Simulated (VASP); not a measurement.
Wanted: the native input for a VASP 6.6.1 run.

```
Task                   : relaxation of cell and atoms
Functional             : r2SCAN
Potentials or basis    : VASP PAW PBE potentials, release 64 (Ga_d, As)
Cutoff                 : 600 eV
k mesh                 : 12 × 12 × 12
Occupations            : gaussian, width 0.01 eV
Spin                   : no spin polarisation
Dipole correction      : no
Further INCAR settings : ALGO = Normal; EDIFF = 1e-06; IBRION = 2; EDIFFG = -0.002; NSW = 80; ISIF = 3
```

The system is GaAs (gallium arsenide).

```
Ga As
1.0
     0.00000    2.82650    2.82650
     2.82650    0.00000    2.82650
     2.82650    2.82650    0.00000
Ga As
1 1
Direct
  0.00000 0.00000 0.00000
  0.25000 0.25000 0.25000
```

These files were run (other wordings do the same):

POSCAR

```
GaAs
1.0
    0.0000000000      2.8265000000      2.8265000000
    2.8265000000      0.0000000000      2.8265000000
    2.8265000000      2.8265000000      0.0000000000
Ga As
1 1
Direct
    0.0000000000      0.0000000000      0.0000000000
    0.2500000000      0.2500000000      0.2500000000
```

INCAR.step1

```
SYSTEM = GaAs
  ALGO = Normal
  EDIFF = 1E-4
  ENCUT = 600
  GGA = PE
  ISMEAR = 0
  LASPH = .True.
  LCHARG = .False.
  LREAL = .False.
  LWAVE = .True.
  NELM = 100
  PREC = Accurate
  SIGMA = 0.01
```

INCAR.step2

```
SYSTEM = GaAs
  ALGO = Normal
  EDIFF = 1E-6
  EDIFFG = -0.002
  ENCUT = 600
  IBRION = 2
  ISIF = 3
  ISMEAR = 0
  ISTART = 1
  LASPH = .True.
  LCHARG = .False.
  LMIXTAU = .True.
  LREAL = .False.
  LWAVE = .False.
  METAGGA = R2SCAN
  NELM = 100
  NSW = 80
  PREC = Accurate
  SIGMA = 0.01
```

KPOINTS

```
k-points
0
Gamma
  12 12 12
  0 0 0
```

Potentials or basis: VASP PAW PBE potentials, release 64 (Ga_d, As).

The run is started by

```bash
$ cat potpaw_PBE.64/Ga_d/POTCAR potpaw_PBE.64/As/POTCAR > POTCAR
$ cp INCAR.step1 INCAR
$ mpirun -np 1 vasp_std > vasp.out
$ cp INCAR.step2 INCAR
$ mpirun -np 1 vasp_std > vasp.out
```

It gave:

| Property | Result |
| --- | --- |
| Relaxed volume | 22.78 Å³/atom |
| Relaxed cell | a = 4.009 Å, b = 4.009 Å, c = 4.009 Å, α = 60.00°, β = 60.00°, γ = 60.00° |
| Space group after relaxing (to 0.05 Å) | F-43m (No. 216) |
| Energy gained by relaxing | 0.3 meV/atom |
| Ionic steps | 7 |
| Pressure after relaxing | 0.0 GPa |
| Band gap on the k mesh | 0.93 eV, direct |

Caveat: the PAW data sets were made with another functional, which shifts forces and pressure a little.

It took 4 min on 1 thread of Intel(R) Xeon(R) 6975P-C (Granite Rapids) (shared host), peak memory 0.23 GiB.
